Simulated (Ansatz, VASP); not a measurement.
# Ti: VASP beside Ansatz

```
CELL_PARAMETERS angstrom
2.95000 0.00000 0.00000
-1.47500 2.55477 0.00000
0.00000 0.00000 4.68600
ATOMIC_POSITIONS crystal
Ti 0.24526 0.49053 0.25000
Ti 0.66667 0.33333 0.75000
```

Alike in both runs: task single point; functional PBEsol; k mesh 18 × 18 × 10; occupations gaussian, width 0.15 eV; no spin polarisation.

|  | VASP | Ansatz |
| --- | --- | --- |
| version | VASP 6.6.1 | Ansatz 0.2.0 |
| potentials or method | VASP PAW PBE potentials, release 64 (Ti_sv), cutoff 520 eV | scalar-relativistic, plane waves, PAW |
| valence electrons in the cell | 24 | 24 |

|  | VASP | Ansatz | Ansatz less VASP |
| --- | --- | --- | --- |
| gap on the k mesh at the Fermi level (eV) | none | none | - |
| pressure (GPa) | -6.4 | -6.2 | +0.21 |
| traceless stress, the component that is largest in VASP (GPa) | -3.37 | -3.42 | -0.058 |
| rms of the force components (eV/Å) | 0.217 | 0.218 | +0.0013 |

VASP's potentials were made for PBE, not for PBEsol. Atom by atom the forces differ by 0.001 eV/Å (rms over components). A gap of «none» marks a metal or a gap that the smearing closes.
